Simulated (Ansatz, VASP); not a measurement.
Two plane-wave programs on NiO

```
CELL_PARAMETERS angstrom
0.00000 2.09421 2.09421
2.09421 0.00000 2.09421
2.09421 2.09421 0.00000
ATOMIC_POSITIONS crystal
Ni 0.00000 0.00000 0.00000
O 0.50000 0.50000 0.50000
```

Alike in both runs: functional r2SCAN; k mesh 12 × 12 × 12; occupations gaussian, width 0.02 eV; collinear spin.

Ansatz relaxed the structure, and its values are those at the end. VASP's run is a single point on that final structure, the one shown.

|  | VASP | Ansatz |
| --- | --- | --- |
| version | VASP 6.6.1 | Ansatz 0.2.0 |
| potentials or method | VASP PAW PBE potentials, release 64 (Ni_sv_GW, O), cutoff 660 eV | scalar-relativistic, plane waves, PAW |
| valence electrons in the cell | 24 | 24 |

```csv
,VASP,Ansatz,Ansatz less VASP
gap on the k mesh at the Fermi level (eV),0.85,0.82,-0.027
least direct gap on the mesh (eV),1.86,1.83,-0.036
pressure (GPa),-1.8,0.0,+1.80
net moment per atom (μB),1.00,1.00,0.000
size of the moment on the site where the two differ most (μB),1.70,1.67,-0.034
```

VASP's potentials were made for PBE, not for r2SCAN. Site moments also hang on the region over which each program counts them.
